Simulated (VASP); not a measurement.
# Ti6H in VASP: relaxation of the atoms with PBE

Aim: the relaxation of the atoms of Ti6H with PBE.

All numbers are computed with VASP 6.6.1; they aren't measurements. Logs are shortened: lines on timing, memory, paths and dates and some standing lists are left out, and cuts for length are marked.

## (1) The cell of the first run

The cell holds a slab with vacuum, 7 atoms: a = 2.938 Å, b = 4.650 Å, c = 21.284 Å, α = 90.00°, β = 90.00°, γ = 90.00°.

## (2) Relaxation of the atoms, PBE

INCAR reads:

```
SYSTEM = Ti6H
PREC = Accurate
ENCUT = 450
EDIFF = 1E-7
ISMEAR = 0
SIGMA = 0.1
LREAL = .FALSE.
LASPH = .TRUE.
NELM = 120
ALGO = Normal
ISIF = 2
LWAVE = .FALSE.
LCHARG = .FALSE.
LDIPOL = .TRUE.
IDIPOL = 3
DIPOL = 0.5 0.5 0.344
GGA = PE
IBRION = 2
NSW = 36
EDIFFG = -0.025
GGA_COMPAT = .FALSE.
NELMIN = 4
NELMDL = -8
KPAR = 4
```

KPOINTS reads:

```
regular mesh
0
G
  9 6 1
  0 0 0
```

POSCAR reads:

```
Ti6H
1.0
    2.9381632083      0.0000000000      0.0000000000
    0.0000000000      4.6504654186      0.0000000000
    0.0000000000      0.0000000000     21.2842241985
Ti H
6 1
Selective dynamics
Direct
    0.0000000000      0.7500000000      0.1879326191  F F F
    0.5000000000      0.2500000000      0.2277825405  F F F
    0.5000000000      0.7500000000      0.3074823831  F F F
    0.0000000000      0.2500000000      0.3461291997  F F F
    0.0000000000      0.7500000000      0.4220680059  F F F
    0.5000000000      0.2500000000      0.4596937200  F F F
    0.5000000000      0.7500000000      0.4559350676  F F T
```

Potentials or basis: VASP PAW PBE potentials, release 64 (Ti_sv, H).

The run is started by

```console
cat potpaw_PBE.64/Ti_sv/POTCAR potpaw_PBE.64/H/POTCAR > POTCAR
mpirun -np 4 vasp_std > vasp.out
```

OUTCAR:

```text
SYSTEM = Ti6H
   PREC = Accurate
   ENCUT = 450
   EDIFF = 1E-7
   ISMEAR = 0
   LREAL = .FALSE.
   LASPH = .TRUE.
   NELM = 120
   ISIF = 2
   GGA = PE
   IBRION = 2
   NSW = 36
   EDIFFG = -0.025
   NELMIN = 4
   NELMDL = -8

 ion  position               nearest neighbor table
   1  0.000  0.750  0.188-   2 2.88   2 2.88   2 2.88   2 2.88
   2  0.500  0.250  0.228-   3 2.88   3 2.88   1 2.88   1 2.88   1 2.88   1 2.88   4 2.92   4 2.92

   3  0.500  0.750  0.307-   5 2.85   5 2.85   4 2.87   4 2.87   4 2.87   4 2.87   2 2.88   2 2.88

   4  0.000  0.250  0.346-   6 2.83   6 2.83   5 2.83   5 2.83   3 2.87   3 2.87   3 2.87   3 2.87
                             2 2.92   2 2.92
   5  0.000  0.750  0.422-   7 1.64   7 1.64   4 2.83   4 2.83   3 2.85   3 2.85   6 2.86   6 2.86
                             6 2.86   6 2.86
   6  0.500  0.250  0.460-   4 2.83   4 2.83   5 2.86   5 2.86   5 2.86   5 2.86
   7  0.500  0.750  0.456-   5 1.64   5 1.64

  LATTYP: Found a simple orthorhombic cell.
 ALAT       =     2.9381632083
 B/A-ratio  =     1.5827798148
 C/A-ratio  =     7.2440578312

  Lattice vectors:

 A1 = (   2.9381632083,   0.0000000000,   0.0000000000)
 A2 = (   0.0000000000,   4.6504654186,   0.0000000000)
 A3 = (   0.0000000000,   0.0000000000,  21.2842241985)

Analysis of symmetry for initial positions (statically):
=====================================================================
 Subroutine PRICEL returns:
 Original cell was already a primitive cell.

 Routine SETGRP: Setting up the symmetry group for a
 simple orthorhombic supercell.

 Subroutine GETGRP returns: Found  4 space group operations
 (whereof  2 operations were pure point group operations)
 out of a pool of  8 trial point group operations.

The static configuration has the point symmetry C_1h.
 The point group associated with its full space group is C_2v.

Analysis of symmetry for dynamics (positions and initial velocities):
=====================================================================
 Subroutine PRICEL returns:
 Original cell was already a primitive cell.

 Routine SETGRP: Setting up the symmetry group for a
 simple orthorhombic supercell.

[... 139 lines left out ...]
   EFERMI =   0.00;   METHOD = LEGACY
   ISMEAR =     0;   SIGMA  =   0.10  broadening in eV -4-tet -1-fermi 0-gaus
   EFERMI_NEDOS =   21; number of points for ismear=-14 and -15
   IALGO  =     38    algorithm
   IMIX   =      4    mixing-type and parameters
     AMIX     =   0.40;   BMIX     =  1.00
     AMIX_MAG =   1.60;   BMIX_MAG =  1.00
  volume/ion in A,a.u.               =      41.55       280.37
  Fermi-wavevector in a.u.,A,eV,Ry     =   1.032696  1.951512 14.510077  1.066461
  Thomas-Fermi vector in A             =   2.166906
   LORBIT       =      0    0 simple, 1 ext, 2 COOP (PROOUT), +10 PAW based schemes
   GGA     = PE    functional components
   LHFCALC =     F    Hartree Fock is set to
   AEXX    =    0.0000 exact exchange contribution
   IVDW    =     0    specifies the selected vdW correction
   LEPSILON=     F    determine dielectric tensor
   LRPA    =     F    only Hartree local field effects (RPA)
 conjugate gradient relaxation of ions
 non-spin polarized calculation
 Gauss-broadening in eV      SIGMA  =   0.10
  energy-cutoff  :      450.00
  volume of cell :      290.82
 maximum number of plane-waves:      6368
   NGX = 11   NGY = 17   NGZ = 73

--------------------------------------- Ionic step        1  -------------------------------------------

 number of electron      73.0000065 magnetization

 Free energy of the ion-electron system (eV)
  ---------------------------------------------------
  ext. energy  EPLUGINS =         0.00000000
  ---------------------------------------------------
  free energy    TOTEN  =       -47.24605747 eV

  energy without entropy =      -47.18768763  energy(sigma->0) =      -47.21687255

------------------------ aborting loop because EDIFF is reached ----------------------------------------

  FORCE on cell =-STRESS in cart. coord.  units (eV):
  Direction    XX          YY          ZZ          XY          YZ          ZX
  --------------------------------------------------------------------------------------
  -------------------------------------------------------------------------------------
  Total        2.6396054     -3.4495957      1.0307484      0.0000000      0.0000000      0.0000000
  in kB       14.5418422    -19.0041577      5.6784927      0.0000000      0.0000000      0.0000000
  external PRESSURE =       0.4053924 kB  Pullay stress =       0.0000000 kB
[... 104 lines left out ...]
  FREE ENERGIE OF THE ION-ELECTRON SYSTEM (eV)
  ---------------------------------------------------
  free  energy   TOTEN  =       -47.8253569521 eV

  energy  without entropy=      -47.7663926419  energy(sigma->0) =      -47.79587480

 dipolmoment           0.000000      0.000000     -0.035435 electrons x Angstroem

--------------------------------------- Ionic step        4  -------------------------------------------

 number of electron      73.0000064 magnetization

 dipolmoment           0.000000      0.000000      0.001708 electrons x Angstroem

 Free energy of the ion-electron system (eV)
  ---------------------------------------------------
  ext. energy  EPLUGINS =         0.00000000
  ---------------------------------------------------
  free energy    TOTEN  =       -47.85951870 eV

  energy without entropy =      -47.80056109  energy(sigma->0) =      -47.83003990

 E-fermi :   0.7607     XC(G=0):  -5.1353

 val. band max:        0.7097289671   @ k =   0.1111   0.1667   0.0000
 cond. band min:       0.7673276884   @ k =   0.1111   0.5000   0.0000
 fundamental gap:      0.0575987213
 Fermi energy:         0.7607137853

 k-point     1 :       0.0000    0.0000    0.0000
  band No.  band energies     occupation
      1     -56.3086      2.00000
      2     -56.2951      2.00000
      3     -56.0763      2.00000
      4     -56.0053      2.00000
      5     -55.9528      2.00000
      6     -55.8944      2.00000
[... 909 lines left out ...]
     42       1.6650      0.00000
     43       1.9800      0.00000

------------------------ aborting loop because EDIFF is reached ----------------------------------------

 vacuum level on the upper side and lower side of the slab       (xc-potential included)        -0.125        -0.162

  FORCE on cell =-STRESS in cart. coord.  units (eV):
  Direction    XX          YY          ZZ          XY          YZ          ZX
  --------------------------------------------------------------------------------------
  -------------------------------------------------------------------------------------
  Total       -2.3005830     -3.4323001     -1.1687174      0.0000000      0.0000000      0.0000000
  in kB      -12.6741348    -18.9088744     -6.4385774      0.0000000      0.0000000      0.0000000
  external PRESSURE =     -12.6738622 kB  Pullay stress =       0.0000000 kB
[... 22 lines left out ...]
  FREE ENERGIE OF THE ION-ELECTRON SYSTEM (eV)
  ---------------------------------------------------
  free  energy   TOTEN  =       -47.8595187044 eV

  energy  without entropy=      -47.8005610946  energy(sigma->0) =      -47.83003990

 reached required accuracy - stopping structural energy minimisation

 vacuum level on the upper side and lower side of the slab         4.394         4.353
```

Wall time 10 min (4 MPI ranks of Intel Xeon Platinum 8259CL at 2.50GHz (Skylake/Cascade Lake), shared host); peak memory 0.4 GiB.

What came out:

```
Free energy               : -47.8595 eV
Energy gained by relaxing : 87.6 meV/atom
Ionic steps               : 4
Band gap on the k mesh    : zero (an odd number of electrons rules out a gap without spin polarisation)
```

The path:
| step | energy change (eV) | largest force on free atoms (eV/Å) | pressure (GPa) |
| --- | --- | --- | --- |
| 1 | 0.0000 | 2.1588 | 0.04 |
| 2 | -0.2076 | 1.8152 | -0.24 |
| 3 | -0.5793 | 0.5331 | -1.01 |
| 4 | -0.6135 | 0.0004 | -1.27 |

Final structure:
```
CELL_PARAMETERS angstrom
2.93816 0.00000 0.00000
0.00000 4.65047 0.00000
0.00000 0.00000 21.28422
ATOMIC_POSITIONS crystal
Ti 0.00000 0.75000 0.18793
Ti 0.50000 0.25000 0.22778
Ti 0.50000 0.75000 0.30748
Ti 0.00000 0.25000 0.34613
Ti 0.00000 0.75000 0.42207
Ti 0.50000 0.25000 0.45969
H 0.50000 0.75000 0.48161
```

The gap in the log of VASP goes by the Fermi energy; the results here count the filled bands.